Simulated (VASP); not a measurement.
# Li2V (I4/mmm) in VASP: relaxation of cell and atoms with PBE

Aim: the relaxation of cell and atoms of Li2V with PBE.

Everything below comes from runs of VASP 6.6.1. Logs are shortened: lines on timing, memory, paths and dates and some standing lists are left out, and cuts for length are marked.

### 1 The cell of the first run

It takes space group I4/mmm (No. 139, tetragonal). The conventional cell has a = 3.626 Å, b = 3.626 Å, c = 5.948 Å, α = 90.00°, β = 90.00°, γ = 90.00°. Within 1.5 Å of Li (site symmetry 4mm) lie 1 Li at 1.11 Å. V (site symmetry 4/mmm) has 10 Li at 2.42 to 2.62 Å within 3.2 Å.

### 2 Relaxation of cell and atoms, PBE, collinear spin, ferromagnetic start

INCAR

```
  PREC = Accurate
  ENCUT = 600
  EDIFF = 1E-6
  ISMEAR = 0
  SIGMA = 0.1
  LREAL = F
  LASPH = T
  NELM = 150
  ALGO = Normal
  ISIF = 3
  LWAVE = F
  LCHARG = F
  ISPIN = 2
  MAGMOM = 0 0 2.4
  LORBIT = 11
  LMAXMIX = 4
  GGA = PE
  IBRION = 2
  NSW = 90
  EDIFFG = -0.04
```

KPOINTS

```
Automatic mesh
0
Gamma
  6 6 6
```

POSCAR

```
Li2V
1.0
   -1.8132495684      1.8132495684      2.9739157446
    1.8132495684     -1.8132495684      2.9739157446
    1.8132495684      1.8132495684     -2.9739157446
Li V
2 1
Direct
    0.5930000000      0.5930000000      0.0000000000
    0.4070000000      0.4070000000      0.0000000000
    0.0000000000      0.0000000000      0.0000000000
```

Potentials or basis: VASP PAW PBE potentials, release 64 (Li_sv, V_sv).

Launch:

```console
> cat potpaw_PBE.64/Li_sv/POTCAR potpaw_PBE.64/V_sv/POTCAR > POTCAR
> mpirun -np 1 vasp_std > vasp.out
```

OUTCAR:

```text
PREC = Accurate
   ENCUT = 600
   EDIFF = 1E-6
   ISMEAR = 0
   LREAL = F
   LASPH = T
   NELM = 150
   ISIF = 3
   ISPIN = 2
   LORBIT = 11
   GGA = PE
   IBRION = 2
   NSW = 90
   EDIFFG = -0.04

 ion  position               nearest neighbor table
   1  0.593  0.593  0.000-   2 1.11   3 2.42   3 2.62   3 2.62   3 2.62   3 2.62
   2  0.407  0.407  0.000-   1 1.11   3 2.42   3 2.62   3 2.62   3 2.62   3 2.62
   3  0.000  0.000  0.000-   1 2.42   2 2.42   1 2.62   2 2.62   1 2.62   1 2.62   1 2.62   2 2.62
                             2 2.62   2 2.62

 -----------------------------------------------------------------------------
|                                                                             |
|           W    W    AA    RRRRR   N    N  II  N    N   GGGG   !!!           |
|           W    W   A  A   R    R  NN   N  II  NN   N  G    G  !!!           |
|           W    W  A    A  R    R  N N  N  II  N N  N  G       !!!           |
|           W WW W  AAAAAA  RRRRR   N  N N  II  N  N N  G  GGG   !            |
|           WW  WW  A    A  R   R   N   NN  II  N   NN  G    G                |
|           W    W  A    A  R    R  N    N  II  N    N   GGGG   !!!           |
|                                                                             |
|     The distance between some ions is very small. Please check the          |
|     nearest-neighbor list in the OUTCAR file.                               |
|     I HOPE YOU KNOW WHAT YOU ARE DOING!                                     |
|                                                                             |
 -----------------------------------------------------------------------------

  LATTYP: Found a body centered tetragonal cell.
 ALAT       =     3.6264991368
 C/A-ratio  =     1.6401028278

  Lattice vectors:

 A1 = (  -1.8132495684,   1.8132495684,   2.9739157446)
 A2 = (   1.8132495684,  -1.8132495684,   2.9739157446)
 A3 = (   1.8132495684,   1.8132495684,  -2.9739157446)

Analysis of symmetry for initial positions (statically):
=====================================================================
 Subroutine PRICEL returns:
 Original cell was already a primitive cell.

 Routine SETGRP: Setting up the symmetry group for a
 body centered tetragonal supercell.

 Subroutine GETGRP returns: Found 16 space group operations
 (whereof 16 operations were pure point group operations)
 out of a pool of 16 trial point group operations.

The static configuration has the point symmetry D_4h.

Analysis of symmetry for dynamics (positions and initial velocities):
=====================================================================
 Subroutine PRICEL returns:
 Original cell was already a primitive cell.

 Routine SETGRP: Setting up the symmetry group for a
 body centered tetragonal supercell.

 Subroutine GETGRP returns: Found 16 space group operations
 (whereof 16 operations were pure point group operations)
 out of a pool of 16 trial point group operations.

The dynamic configuration has the point symmetry D_4h.

Analysis of structural, dynamic, and magnetic symmetry:
=====================================================================
 Subroutine PRICEL returns:
 Original cell was already a primitive cell.

 Routine SETGRP: Setting up the symmetry group for a
 body centered tetragonal supercell.

 Subroutine GETGRP returns: Found 16 space group operations
 (whereof 16 operations were pure point group operations)
 out of a pool of 16 trial point group operations.

The overall configuration has the point symmetry D_4h.

 Subroutine INISYM returns: Found 16 space group operations
 (whereof 16 operations are pure point group operations),
 and found     1 'primitive' translations

----------------------------------------------------------------------------------------

                                     Primitive cell

  volume of cell :      39.1114

  direct lattice vectors                    reciprocal lattice vectors
    -1.813249568  1.813249568  2.973915745     0.000000000  0.275748032  0.168128502
     1.813249568 -1.813249568  2.973915745     0.275748032  0.000000000  0.168128502
     1.813249568  1.813249568 -2.973915745     0.275748032  0.275748032  0.000000000

  length of vectors
     3.926820960  3.926820960  3.926820960     0.322961562  0.322961562  0.389966607

  position of ions in fractional coordinates (direct lattice)
     0.593000000  0.593000000  0.000000000
     0.407000000  0.407000000  0.000000000
     0.000000000  0.000000000  0.000000000

  ion indices of the primitive-cell ions
   primitive index   ion index
                 1           1
                 2           2
                 3           3

----------------------------------------------------------------------------------------

 KPOINTS: Automatic mesh

Automatic generation of k-mesh.
 Grid dimensions read from file:
 generate k-points for:    6    6    6

 Generating k-lattice:

  Cartesian coordinates                     Fractional coordinates (reciprocal lattice)
     0.000000000  0.045958005  0.028021417     0.166666667  0.000000000 -0.000000000
     0.045958005  0.000000000  0.028021417     0.000000000  0.166666667 -0.000000000
     0.045958005  0.045958005  0.000000000     0.000000000  0.000000000  0.166666667

  Length of vectors
     0.053826927  0.053826927  0.064994434

  Shift w.r.t. Gamma in fractional coordinates (k-lattice)
     0.000000000  0.000000000  0.000000000

 Subroutine IBZKPT returns following result:
 ===========================================

 Found     30 irreducible k-points:

 Following reciprocal coordinates:
            Coordinates               Weight
  0.000000  0.000000  0.000000      1.000000
  0.166667  0.000000  0.000000      8.000000
  0.333333  0.000000 -0.000000      8.000000
  0.500000  0.000000  0.000000      4.000000
  0.166667  0.166667  0.000000      8.000000
  0.333333  0.166667 -0.000000     16.000000
[... 16 lines left out ...]
 -0.333333 -0.333333  0.166667      8.000000
 -0.166667 -0.333333  0.166667      8.000000
 [... further k-points ...]
   k-points           NKPTS =     30   k-points in BZ     NKDIM =     30   number of bands    NBANDS=     14
   number of dos      NEDOS =    301   number of ions     NIONS =      3
   total plane-waves  NPLWV =  32768
   dimension x,y,z NGX =    32 NGY =   32 NGZ =   32
   dimension x,y,z NGXF=    64 NGYF=   64 NGZF=   64
   ions per type =               2   1
   NGX,Y,Z   is equivalent  to a cutoff of  13.55, 13.55, 13.55 a.u.
   NGXF,Y,Z  is equivalent  to a cutoff of  27.10, 27.10, 27.10 a.u.
 SYSTEM =  unknown system
   PREC   = accura    normal or accurate (medium, high low for compatibility)
   ISTART =      0    job   : 0-new  1-cont  2-samecut
   ICHARG =      2    charge: 1-file 2-atom 10-const
   ISPIN  =      2    spin polarized calculation?
   LNONCOLLINEAR =      F non collinear calculations
   LSORBIT =      F    spin-orbit coupling
   LASPH  =      T    aspherical Exc in radial PAW
   ENCUT  =  600.0 eV  44.10 Ry    6.64 a.u.   7.84  7.84  7.84*2*pi/ulx,y,z
   NELM   =    150;   NELMIN=  2; NELMDL= -5     # of ELM steps
   EDIFF  = 0.1E-05   stopping-criterion for ELM
   LREAL  =      F    real-space projection
   EDIFFG = -.4E-01   stopping-criterion for IOM
   NSW    =     90    number of steps for IOM
   IBRION =      2    ionic relax: 0-MD 1-quasi-New 2-CG
   NFREE  =      1    steps in history (QN), initial steepest desc. (CG)
   ISIF   =      3    stress and relaxation
   ISYM   =      2    0-nonsym 1-usesym 2-fastsym
   POTIM  = 0.5000    time-step for ionic-motion
   TEBEG  =    0.0;   TEEND  =   0.0 temperature during run
   PSTRESS=    0.0 pullay stress
   NELECT =      19.0000    total number of electrons
   NUPDOWN=      -1.0000    fix difference up-down
   EMIN   =  10.00;   EMAX   =-10.00  energy-range for DOS
   EFERMI =   0.00;   METHOD = LEGACY
   ISMEAR =     0;   SIGMA  =   0.10  broadening in eV -4-tet -1-fermi 0-gaus
   EFERMI_NEDOS =   21; number of points for ismear=-14 and -15
   IALGO  =     38    algorithm
   IMIX   =      4    mixing-type and parameters
     AMIX     =   0.40;   BMIX     =  1.00
     AMIX_MAG =   1.60;   BMIX_MAG =  1.00
  volume/ion in A,a.u.               =      13.04        87.98
  Fermi-wavevector in a.u.,A,eV,Ry     =   1.286939  2.431963 22.534146  1.656213
  Thomas-Fermi vector in A             =   2.418984
   LORBIT       =     11    0 simple, 1 ext, 2 COOP (PROOUT), +10 PAW based schemes
   GGA     = PE    functional components
   LHFCALC =     F    Hartree Fock is set to
   AEXX    =    0.0000 exact exchange contribution
   IVDW    =     0    specifies the selected vdW correction
   LEPSILON=     F    determine dielectric tensor
   LRPA    =     F    only Hartree local field effects (RPA)
 conjugate gradient relaxation of ions
 spin polarized calculation
 Gauss-broadening in eV      SIGMA  =   0.10
  energy-cutoff  :      600.00
  volume of cell :       39.11
 maximum number of plane-waves:      1318
   NGX = 15   NGY = 15   NGZ = 15

--------------------------------------- Ionic step        1  -------------------------------------------

 number of electron      18.9999993 magnetization       1.3307216

 Free energy of the ion-electron system (eV)
  ---------------------------------------------------
  ext. energy  EPLUGINS =         0.00000000
  ---------------------------------------------------
  free energy    TOTEN  =        -5.57377715 eV

  energy without entropy =       -5.54999295  energy(sigma->0) =       -5.56188505

------------------------ aborting loop because EDIFF is reached ----------------------------------------

  FORCE on cell =-STRESS in cart. coord.  units (eV):
  Direction    XX          YY          ZZ          XY          YZ          ZX
  --------------------------------------------------------------------------------------
  -------------------------------------------------------------------------------------
  Total       -0.4357633     -0.4357633     15.3760046      0.0000000     -0.0000000      0.0000000
  in kB      -17.8507890    -17.8507890    629.8690435      0.0000000     -0.0000000      0.0000000
  external PRESSURE =     198.0558218 kB  Pullay stress =       0.0000000 kB
[... 92 lines left out ...]
  FREE ENERGIE OF THE ION-ELECTRON SYSTEM (eV)
  ---------------------------------------------------
  free  energy   TOTEN  =        -9.8032446345 eV

  energy  without entropy=       -9.7810787431  energy(sigma->0) =       -9.79216169

[... ionic steps 4 to 9 ...]

--------------------------------------- Ionic step       10  -------------------------------------------

 number of electron      19.0000017 magnetization       3.7566106

------------------------ aborting loop because EDIFF is reached ----------------------------------------
[... 69 lines left out ...]
--------------------------------------- Ionic step       12  -------------------------------------------

 number of electron      19.0000018 magnetization       3.7596716

 Free energy of the ion-electron system (eV)
  ---------------------------------------------------
  ext. energy  EPLUGINS =         0.00000000
  ---------------------------------------------------
  free energy    TOTEN  =       -10.46087983 eV

  energy without entropy =      -10.45071278  energy(sigma->0) =      -10.45579630

 E-fermi :   3.5189     XC(G=0):  -9.1069

 val. band max:        3.4680466034   @ k =   0.5000   0.5000   0.3333
 cond. band min:       3.5197361864   @ k =  -0.3333   0.3333   0.1667
 fundamental gap:      0.0516895830
 Fermi energy:         3.5189110563

 spin component 1

 k-point     1 :       0.0000    0.0000    0.0000
  band No.  band energies     occupation
      1     -61.1988      1.00000
      2     -42.2599      1.00000
      3     -42.2089      1.00000
      4     -35.0855      1.00000
      5     -35.0855      1.00000
      6     -35.0525      1.00000
      7      -1.6556      1.00000
      8       1.8015      1.00000
      9       2.3594      1.00000
     10       3.3835      0.97229
     11       3.3835      0.97229
     12       3.7980      0.00004
     13       5.6698      0.00000
     14       8.1346      0.00000
[... 379 lines left out ...]
      3     -42.2142      1.00000
      4     -35.0958      1.00000
      5     -35.0848      1.00000
      6     -35.0516      1.00000
      7      -0.9948      1.00000
      8       1.8209      1.00000
      9       2.3693      1.00000
     10       3.2359      0.99997
     11       3.5336      0.41769
     12       3.6350      0.05033
     13       4.0545      0.00000
     14       7.5371      0.00000

 [... further k-points ...]

 spin component 2

 k-point     1 :       0.0000    0.0000    0.0000
  band No.  band energies     occupation
      1     -58.4632      1.00000
      2     -42.2363      1.00000
      3     -42.1851      1.00000
      4     -32.3750      1.00000
      5     -32.3750      1.00000
      6     -32.3207      1.00000
      7      -0.6652      1.00000
      8       3.6391      0.04465
      9       4.6152      0.00000
     10       5.5651      0.00000
     11       5.5651      0.00000
     12       6.5640      0.00000
     13       6.6763      0.00000
     14       9.6505      0.00000
[... 421 lines left out ...]
  FREE ENERGIE OF THE ION-ELECTRON SYSTEM (eV)
  ---------------------------------------------------
  free  energy   TOTEN  =       -10.4608798330 eV

  energy  without entropy=      -10.4507127755  energy(sigma->0) =      -10.45579630

 reached required accuracy - stopping structural energy minimisation

 total charge

# of ion       s       p       d       tot
------------------------------------------
    1        2.039   0.072   0.000   2.111
    2        2.039   0.072   0.000   2.111
    3        2.267   6.067   3.026  11.360
--------------------------------------------------
tot          6.345   6.212   3.026  15.582

 magnetization (x)

# of ion       s       p       d       tot
------------------------------------------
    1        0.001   0.013   0.000   0.015
    2        0.001   0.013   0.000   0.015
    3        0.045   0.041   2.775   2.861
--------------------------------------------------
tot          0.048   0.068   2.775   2.890
```

Run time: 3.4 min. Hardware: 1 thread of Intel Xeon 6975P-C (Granite Rapids), shared host; peak memory 0.23 GiB.

What came out:

```
Free energy                                           : -10.4609 eV
Relaxed volume                                        : 16.10 Å³/atom
Relaxed cell                                          : a = 4.821 Å, b = 4.821 Å, c = 4.821 Å, α = 138.72°, β = 138.72°, γ = 59.81°
Space group after relaxing (to 0.1 Å)                 : I4/mmm (No. 139)
Energy gained by relaxing                             : 1629.0 meV/atom
Ionic steps                                           : 12
Pressure after relaxing                               : 0.0 GPa
Largest force after relaxing                          : 0.035 eV/Å
Net moment                                            : 3.76 μB per cell
Site moments                                          : Li +0.01; V +2.86 μB
Valence electrons inside the program's atomic spheres : Li 2.11; V 11.36
```

Forces on the atoms (eV/Å):
```
Li   0.000  0.000 -0.035
Li   0.000  0.000  0.035
V    0.000  0.000  0.000
```

The path:
```csv
step,energy change (eV),largest force (eV/Å),pressure (GPa),volume (Å³)
1,0.0000,12.7575,19.81,39.11
2,-4.3219,1.4011,3.20,48.10
3,-4.2295,0.1156,7.42,44.56
4,-4.3315,1.2564,4.18,47.27
5,-4.3459,1.1170,4.61,46.85
6,-4.7618,0.5073,0.24,50.03
7,-4.8372,0.3049,-1.85,51.71
8,-4.8415,0.2515,-2.43,52.19
9,-4.8744,0.1621,-1.28,50.20
10,-4.8866,0.0607,0.08,48.30
11,-4.8867,0.0541,0.17,48.18
12,-4.8871,0.0355,0.04,48.29
```

Final structure:
```
Li V
1.0
    -1.69961    1.69961    4.17919
     1.69961   -1.69961    4.17919
     1.69961    1.69961   -4.17919
Li V
2 1
Cartesian
  0.0000 0.0000 5.6420
  0.0000 0.0000 2.7164
  0.0000 0.0000 0.0000
```

Levels at points of the mesh, in eV from the Fermi level:
Spin up:
```
           k point  band 9  band 10  band 11  band 12  band 13  band 14
(0.00, 0.00, 0.00)   -1.16    -0.14    -0.14     0.28     2.15     4.62
(0.50, 0.00, 0.00)   -1.15    -0.59    -0.40     0.18     0.52     1.23
(0.50, 0.50, 0.00)   -0.71    -0.62    -0.59     0.88     1.59     3.25
(0.50, 0.50, 0.50)   -1.25    -0.46     0.14     0.14     0.29     4.87
```
Spin down:
| k point | band 6 | band 7 | band 8 | band 9 | band 10 | band 11 |
| --- | --- | --- | --- | --- | --- | --- |
| (0.00, 0.00, 0.00) | -35.84 | -4.18 | 0.12 | 1.10 | 2.05 | 2.05 |
| (0.50, 0.00, 0.00) | -35.84 | -1.90 | -0.65 | 0.88 | 1.31 | 1.80 |
| (0.50, 0.50, 0.00) | -35.83 | -0.43 | -0.11 | 0.12 | 1.55 | 1.57 |
| (0.50, 0.50, 0.50) | -35.84 | -2.93 | -1.93 | 0.93 | 2.11 | 2.56 |

Caveat: the cutoff is under 1.25 times the usual one of these potentials, so pressure, stress and relaxed cells hold a basis-set (Pulay) error; the volume moved by over 15 % at a fixed basis, so the end points are rough.
